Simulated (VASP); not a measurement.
A run of VASP 6.6.1:

The input INCAR:

```
SYSTEM = SnSe
PREC = Accurate
ENCUT = 500
EDIFF = 1E-6
ISMEAR = 0
SIGMA = 0.05
LREAL = .FALSE.
LASPH = .TRUE.
NELM = 120
ALGO = Normal
ISIF = 2
LWAVE = .FALSE.
LCHARG = .FALSE.
GGA = PE
NBANDS = 50
GGA_COMPAT = .FALSE.
```

The input KPOINTS:

```
regular mesh
0
G
  3 8 8
  0 0 0
```

Contents of POSCAR:

```
SnSe
1.0
   11.5010000000      0.0000000000      0.0000000000
    0.0000000000      4.1530000000      0.0000000000
    0.0000000000      0.0000000000      4.4450000000
Sn Se
4 4
Direct
    0.1177065374      0.2500000000      0.1021695502
    0.3822934626      0.7500000000      0.6021695502
    0.6177065374      0.2500000000      0.3978304498
    0.8822934626      0.7500000000      0.8978304498
    0.3568104674      0.2500000000      0.0236295816
    0.1431895326      0.7500000000      0.5236295816
    0.8568104674      0.2500000000      0.4763704184
    0.6431895326      0.7500000000      0.9763704184
```

Potentials or basis: VASP PAW PBE potentials, release 64 (Sn_d, Se).

Launch:

```console
$ cat potpaw_PBE.64/Sn_d/POTCAR potpaw_PBE.64/Se/POTCAR > POTCAR
$ mpirun -np 1 vasp_std > vasp.out
```

Hardware: 1 thread of AMD EPYC 9R45 96-Core Processor (Zen 5), on a shared host.

Q: Estimate the wall time of this run.

A: It took 3.6 min on 1 thread of AMD EPYC 9R45 96-Core Processor (Zen 5), on a shared host, peak memory 0.48 GiB. Counts: scf iterations 13, k points 50.
